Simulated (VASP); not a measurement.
Write the native input for VASP 6.6.1 that does the following.

- Task: single point
- Functional: PBEsol
- Potentials or basis: VASP PAW PBE potentials, release 64 (Ag, Cl)
- Cutoff: 520 eV
- k mesh: 9 × 9 × 9
- Occupations: fermi-dirac, width 0.03 eV
- Spin: no spin polarisation
- Dipole correction: no
- Further INCAR settings: ALGO = Normal; EDIFF = 1e-06; NBANDS = 16

The structure of AgCl lies in POSCAR:

```
AgCl
1.0
    0.0000000000      2.7350000000      2.7350000000
    2.7350000000      0.0000000000      2.7350000000
    2.7350000000      2.7350000000      0.0000000000
Ag Cl
1 1
Direct
    0.0000000000      0.0000000000      0.0000000000
    0.5000000000      0.5000000000      0.5000000000
```

One way to write it, as run:

INCAR

```
SYSTEM = AgCl
  PREC = Accurate
  ENCUT = 520
  EDIFF = 1E-6
  ISMEAR = -1
  SIGMA = 0.03
  LREAL = .FALSE.
  LASPH = .TRUE.
  NELM = 100
  ALGO = Normal
  ISIF = 2
  LWAVE = .FALSE.
  LCHARG = .TRUE.
  GGA = PS
  LELF = .TRUE.
  LVHAR = .TRUE.
  NBANDS = 16
```

KPOINTS

```
Automatic mesh
0
G
  9 9 9
  0 0 0
```

Potentials or basis: VASP PAW PBE potentials, release 64 (Ag, Cl).

The run is started by

```sh
$ cat potpaw_PBE.64/Ag/POTCAR potpaw_PBE.64/Cl/POTCAR > POTCAR
$ mpirun -np 1 vasp_std > vasp.out
```

It gave:

- Pressure: -0.8 GPa
- Band gap on the k mesh: 0.77 eV (least direct gap 3.14 eV)

Caveat: the PAW data sets were made with another functional, which shifts forces and pressure a little; an odd mesh through Γ misses points on the zone boundary, where band edges can lie.

Run time: 29 s on 1 thread of Intel(R) Xeon(R) Platinum 8259CL CPU @ 2.50GHz (Skylake/Cascade Lake), on a shared host, peak memory 0.17 GiB.
